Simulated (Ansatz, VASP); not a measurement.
# Two plane-wave programs on Na3OF

INCAR

```
  PREC = Accurate
  ENCUT = 520
  EDIFF = 1E-7
  ISMEAR = 0
  SIGMA = 0.01
  LREAL = F
  LASPH = T
  NELM = 80
  ALGO = Normal
  ISIF = 2
  LWAVE = F
  LCHARG = F
  GGA = PE
  NBANDS = 25
```

The input KPOINTS:

```
regular mesh
0
Gamma
  6 6 6
```

POSCAR

```
Na3OF
1.0
    4.4937139347      0.0000000000      0.0000000000
    0.0000000000      4.4937139347      0.0000000000
    0.0000000000      0.0000000000      4.4937139347
F O Na
1 1 3
Direct
    0.0000000000      0.0000000000      0.0000000000
    0.5000000000      0.5000000000      0.5000000000
    0.5000000000      0.5000000000      0.0000000000
    0.5000000000      0.0000000000      0.5000000000
    0.0000000000      0.5000000000      0.5000000000
```

Input for Ansatz:

```yaml
crystal:
  lattice:
    - [4.4937139347, 0.0, 0.0]
    - [0.0, 4.4937139347, 0.0]
    - [0.0, 0.0, 4.4937139347]
  atoms:
    - { symbol: F, position: [0.0, 0.0, 0.0] }
    - { symbol: O, position: [0.5, 0.5, 0.5] }
    - { symbol: Na, position: [0.5, 0.5, 0.0] }
    - { symbol: Na, position: [0.5, 0.0, 0.5] }
    - { symbol: Na, position: [0.0, 0.5, 0.5] }
kpoints:
  mp_grid: { grid: [6, 6, 6] }
hamiltonian:
  xc: pbe
scf:
  occupations: { method: fixed }
  n_extra_bands: 5
output:
  forces: true
  stress: true
  eigenvalues: true
```

Alike in both runs: task single point; functional PBE; k mesh 6 × 6 × 6; no spin polarisation.

|  | VASP | Ansatz |
| --- | --- | --- |
| version | VASP 6.6.1 | Ansatz 0.2.0 |
| potentials or method | VASP PAW PBE potentials, release 64 (F, O, Na_pv) | plane waves, PAW |
| plane-wave cutoff (eV) | 520 | 420 |
| occupations | gaussian, width 0.01 eV | fixed |
| valence electrons in the cell | 34 | 40 |

```csv
,VASP,Ansatz,Ansatz less VASP
gap on the k mesh at the Fermi level (eV),1.85,1.87,+0.023
pressure (GPa),-1.7,-1.7,-0.04
```

VASP's potentials hold 34 valence electrons a cell and Ansatz's 40, so a difference there can come from the potentials and not from the codes.
